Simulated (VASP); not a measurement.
Crystal: SiC.

```
Si C
1.0
     3.07600    0.00000    0.00000
    -1.53800    2.66389    0.00000
     0.00000    0.00000    5.04800
Si C
2 2
Direct
  0.33333 0.66667 0.00450
  0.66667 0.33333 0.50450
  0.33333 0.66667 0.38050
  0.66667 0.33333 0.88050
```

Base run:

```yaml
Program: VASP 6.6.1
Functional: PBEsol
Potentials_or_basis: VASP PAW PBE potentials, release 64 (Si, C)
Cutoff: 520 eV
k_mesh: 16 × 16 × 9
Occupations: fermi-dirac, width 0.02 eV
Spin: no spin polarisation
```

Its results: band gap on the k mesh 2.18 eV (least direct gap 3.85 eV); pressure 0.3 GPa; largest force 0.019 eV/Å.

Problem. The run is repeated on the same cell with these changes: functional from PBEsol to LDA; potentials or basis from VASP PAW PBE potentials, release 64 (Si, C) to VASP PAW LDA potentials, release 64 (Si, C). What comes out?

Solution. Band gap on the k mesh 2.22 eV (least direct gap 3.87 eV); pressure -3.9 GPa; largest force 0.015 eV/Å.

Caveats: an odd mesh through Γ misses points on the zone boundary, where band edges can lie; the PAW data sets were made with another functional, which shifts forces and pressure a little (at least some runs); the cell stands under tension (at least some runs).
